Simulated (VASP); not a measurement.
Write the native input for VASP 6.6.1 that does the following.

```yaml
Task: relaxation of cell and atoms
Functional: PBEsol
Potentials_or_basis: VASP PAW PBE potentials, release 64 (Pt)
Cutoff: 600 eV
k_mesh: 12 × 12 × 12
Occupations: fermi-dirac, width 0.05 eV
Spin: no spin polarisation
Dipole_correction: no
Further_INCAR_settings: ALGO = Normal; EDIFF = 1e-07; IBRION = 2; EDIFFG = -0.01; NSW = 60; ISIF = 3
```

The structure of Pt lies in POSCAR:

```
Pt
1.0
   -1.5842200000      1.5842200000      1.5842200000
    1.5842200000     -1.5842200000      1.5842200000
    1.5842200000      1.5842200000     -1.5842200000
Pt
1
Direct
    0.0000000000      0.0000000000      0.0000000000
```

The input as run:

INCAR

```
ALGO = Normal
EDIFF = 1E-7
EDIFFG = -0.01
ENCUT = 600
GGA = PS
IBRION = 2
ISIF = 3
ISMEAR = -1
LASPH = True
LCHARG = False
LREAL = False
LWAVE = False
NELM = 60
NSW = 60
PREC = Accurate
SIGMA = 0.05
```

KPOINTS

```
k-points
0
Gamma
  12 12 12
```

Potentials or basis: VASP PAW PBE potentials, release 64 (Pt).

Command:

```sh
$ cat potpaw_PBE.64/Pt/POTCAR > POTCAR
$ mpirun -np 1 vasp_std > vasp.out
```

Results of the run:

The relaxed volume is 15.18 Å³/atom, the relaxed cell is a = 2.702 Å, b = 2.702 Å, c = 2.702 Å, α = 109.47°, β = 109.47°, γ = 109.47° and the space group after relaxing (to 0.05 Å) is Im-3m (No. 229). The energy gained by relaxing is 27.3 meV/atom. The ionic steps are 7. The pressure after relaxing is 0.0 GPa. The band gap on the k mesh is zero (band 5 reaches 11.85 eV, above the bottom of band 6 at 9.54 eV).

Caveat: the PAW data sets were made with another functional, which shifts forces and pressure a little; spin-orbit coupling is left out, which moves the levels of the heavy elements.

Wall time 48 s on 1 thread of Intel(R) Xeon(R) Platinum 8259CL CPU @ 2.50GHz (Skylake/Cascade Lake), on a shared host, peak memory 0.16 GiB.
